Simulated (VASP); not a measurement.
**Ag: relaxation of cell and atoms with r2SCAN**

Crystal: Ag.

```
CELL_PARAMETERS angstrom
2.74657 0.00000 0.00000
-1.37329 2.37860 0.00000
0.00000 0.00000 4.49150
ATOMIC_POSITIONS crystal
Ag 0.33333 0.66667 0.25000
Ag 0.66667 0.33333 0.75000
```

This isn't the form of Ag at room conditions, which is fcc.

| Quantity | Value |
| --- | --- |
| Program | VASP 6.6.1 |
| Task | relaxation of cell and atoms |
| Functional | r2SCAN |
| Potentials or basis | VASP PAW PBE potentials, release 64 (Ag) |
| Cutoff | 550 eV |
| k mesh | 18 × 18 × 10 |
| Occupations | gaussian, width 0.1 eV |
| Spin | no spin polarisation |
| Target pressure | 25 GPa |
| Dipole correction | no |
| Further INCAR settings | ALGO = Normal; EDIFF = 1e-07; IBRION = 2; EDIFFG = -0.008; NSW = 70; ISIF = 3 |

```
Relaxed volume                                             : 14.85 Å³/atom
Relaxed cell                                               : a = 2.758 Å, b = 2.758 Å, c = 4.509 Å, α = 90.00°, β = 90.00°, γ = 120.00°
Space group after relaxing (to 0.1 Å)                      : P6_3/mmc (No. 194)
Energy change on relaxing (the run minimises the enthalpy) : -29.5 meV/atom
Ionic steps                                                : 3
Pressure after relaxing                                    : 25.0 GPa
Band gap on the k mesh                                     : zero (bands 11 and 12 overlap by 8.63 eV)
```

Step by step:
| step | energy change (eV) | largest force (eV/Å) | pressure (GPa) | volume (Å³) |
| --- | --- | --- | --- | --- |
| 1 | 0.0000 | 0.0000 | 27.85 | 29.34 |
| 2 | -0.1645 | 0.0000 | 19.48 | 30.46 |
| 3 | -0.0590 | 0.0000 | 25.00 | 29.70 |

Final structure:
```
CELL_PARAMETERS angstrom
2.75788 0.00000 0.00000
-1.37894 2.38840 0.00000
0.00000 0.00000 4.50912
ATOMIC_POSITIONS crystal
Ag 0.33333 0.66667 0.25000
Ag 0.66667 0.33333 0.75000
```

Levels at points of the mesh, in eV from the Fermi level:
```tsv
k point	band 7	band 8	band 9	band 10	band 11	band 12	band 13	band 14	band 15
(0.00, 0.00, 0.00)	-5.28	-4.83	-4.83	-3.52	-3.52	-0.75	4.57	16.66	18.81
(0.50, 0.00, 0.00)	-4.49	-3.33	-3.26	-3.15	0.11	2.00	7.95	8.14	11.17
(0.00, 0.00, 0.50)	-5.39	-5.39	-3.92	-3.92	-3.92	-3.92	12.68	12.68	17.14
(0.50, 0.00, 0.50)	-3.59	-3.59	-3.22	-3.22	0.69	0.69	5.68	5.68	15.45
```

Wall time 37 min on 1 thread of Oxide Virtual Turin-like Processor, with other jobs on the host, peak memory 0.21 GiB.

Caveat: the cell is relaxed towards a set pressure, so the run minimises the enthalpy, not the energy; the PAW data sets were made with another functional, which shifts forces and pressure a little.
